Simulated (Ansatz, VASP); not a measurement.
**YF4 in VASP and in Ansatz**

File INCAR:

```
SYSTEM = YF4
PREC = Accurate
ENCUT = 600
EDIFF = 1E-6
ISMEAR = 0
SIGMA = 0.1
LREAL = .FALSE.
LASPH = .TRUE.
NELM = 120
ALGO = Normal
ISIF = 2
LWAVE = .FALSE.
LCHARG = .FALSE.
GGA = PE
NBANDS = 28
GGA_COMPAT = .FALSE.
```

Contents of KPOINTS:

```
regular mesh
0
G
  4 4 4
  0 0 0
```

POSCAR

```
YF4
1.0
    0.0000000000      3.2535817000      3.2535817000
    3.2535817000      0.0000000000      3.2535817000
    3.2535817000      3.2535817000      0.0000000000
Y F
1 4
Direct
    0.7500000000      0.7500000000      0.7500000000
    0.5778962500      0.5778962500      0.5778962500
    0.5778962500      0.5778962500      0.2663112600
    0.5778962500      0.2663112600      0.5778962500
    0.2663112600      0.5778962500      0.5778962500
```

Input for Ansatz:

```yaml
crystal:
  lattice:
    - [0.0, 3.2535817, 3.2535817]
    - [3.2535817, 0.0, 3.2535817]
    - [3.2535817, 3.2535817, 0.0]
  atoms:
    - { symbol: "Y", position: [0.75, 0.75, 0.75] }
    - { symbol: F, position: [0.57789625, 0.57789625, 0.57789625] }
    - { symbol: F, position: [0.57789625, 0.57789625, 0.26631126] }
    - { symbol: F, position: [0.57789625, 0.26631126, 0.57789625] }
    - { symbol: F, position: [0.26631126, 0.57789625, 0.57789625] }
basis:
  ecutwfc: 420
kpoints:
  mp_grid: { grid: [4, 4, 4] }
hamiltonian:
  xc: pbe
scf:
  occupations: { method: gaussian, width: 0.1 }
  lower_state_search: "off"
output:
  forces: true
  stress: true
  eigenvalues: true
```

Alike in both runs: task single point; functional PBE; k mesh 4 × 4 × 4; occupations gaussian, width 0.1 eV; no spin polarisation.

|  | VASP | Ansatz |
| --- | --- | --- |
| version | VASP 6.6.1 | Ansatz 0.2.0 |
| potentials or method | VASP PAW PBE potentials, release 64 (Y_sv, F), cutoff 600 eV | scalar-relativistic, plane waves, PAW |
| valence electrons in the cell | 39 | 39 |

```tsv
	VASP	Ansatz	Ansatz less VASP
gap on the k mesh at the Fermi level (eV)	none	none	-
rms of the force components (eV/Å)	22.424	22.316	-0.1082
```

Atom by atom the forces differ by 0.108 eV/Å (rms over components). A gap of «none» marks a metal or a gap that the smearing closes.

The k mesh is coarse, so the values compare programs but aren't converged.
